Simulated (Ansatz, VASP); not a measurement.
## One calculation of GaP, two programs

File POSCAR:

```
GaP
1.0
    0.0000000000      2.7252500963      2.7252500963
    2.7252500963      0.0000000000      2.7252500963
    2.7252500963      2.7252500963      0.0000000000
Ga P
1 1
Direct
    0.0000000000      0.0000000000      0.0000000000
    0.7500000000      0.7500000000      0.7500000000
```

INCAR.step1

```
  ALGO = Normal
  EDIFF = 1E-4
  ENCUT = 520
  GGA = PE
  ISMEAR = 0
  LASPH = T
  LCHARG = F
  LREAL = F
  LWAVE = T
  NBANDS = 16
  NELM = 60
  PREC = Accurate
  SIGMA = 0.05
```

File INCAR.step2:

```
  ALGO = Normal
  EDIFF = 1E-6
  ENCUT = 520
  ISIF = 2
  ISMEAR = 0
  ISTART = 1
  IVDW = 13
  LASPH = T
  LCHARG = T
  LELF = T
  LMIXTAU = T
  LREAL = F
  LVHAR = T
  LWAVE = F
  METAGGA = R2SCAN
  NBANDS = 16
  NELM = 60
  PREC = Accurate
  SIGMA = 0.05
  VDW_A1 = 0.51559235
  VDW_A2 = 5.77342911
  VDW_S6 = 1.0
  VDW_S8 = 0.6018749
```

File KPOINTS:

```
k-points
0
Gamma
  8 8 8
```

Input for Ansatz:

```yaml
crystal:
  lattice:
    - [0.0, 2.7252500963, 2.7252500963]
    - [2.7252500963, 0.0, 2.7252500963]
    - [2.7252500963, 2.7252500963, 0.0]
  atoms:
    - { symbol: Ga, position: [0.0, 0.0, 0.0] }
    - { symbol: P, position: [0.75, 0.75, 0.75] }
basis:
  ecutwfc: 500
  ecutrho_ratio: 4
kpoints:
  mp_grid: { grid: [8, 8, 8] }
hamiltonian:
  xc: r2scan
  dispersion: d4
scf:
  occupations: { method: gaussian, width: 0.05 }
output:
  forces: true
  stress: true
  eigenvalues: true
```

Alike in both runs: task single point; functional r2SCAN; dispersion D4; k mesh 8 × 8 × 8; occupations gaussian, width 0.05 eV; no spin polarisation.

```csv
,VASP,Ansatz
version,VASP 6.6.1,Ansatz 0.2.0
potentials or method,"VASP PAW PBE potentials, release 64 (Ga_d, P), cutoff 520 eV","scalar-relativistic, plane waves, PAW"
valence electrons in the cell,18,18
```

```tsv
	VASP	Ansatz	Ansatz less VASP
gap on the k mesh at the Fermi level (eV)	1.90	1.89	-0.008
least direct gap on the mesh (eV)	2.34	2.37	+0.021
pressure (GPa)	-1.0	-1.0	+0.05
```

VASP's potentials were made for PBE, not for r2SCAN.
